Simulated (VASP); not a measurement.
MgO:

```
CELL_PARAMETERS angstrom
0.00000 2.01850 2.01850
2.01850 0.00000 2.01850
2.01850 2.01850 0.00000
ATOMIC_POSITIONS crystal
Mg 0.00000 0.00000 0.00000
O 0.50000 0.50000 0.50000
```

Base run:

```yaml
Program: VASP 6.6.1
Functional: r2SCAN
Potentials_or_basis: VASP PAW PBE potentials, release 64 (Mg, O)
Cutoff: 580 eV
k_mesh: 13 × 13 × 13
Occupations: fermi-dirac, width 0.02 eV
Spin: no spin polarisation
```

Its results: band gap on the k mesh 7.00 eV; pressure 24.8 GPa.

Problem. The run is repeated on the same cell with these changes: functional from r2SCAN to PBEsol; cutoff from 580 eV to 520 eV. What comes out?

Solution. Band gap on the k mesh 5.97 eV; pressure 26.3 GPa.

Caveats: the cell stands under pressure; the PAW data sets were made with another functional, which shifts forces and pressure a little; an odd mesh through Γ misses points on the zone boundary, where band edges can lie.
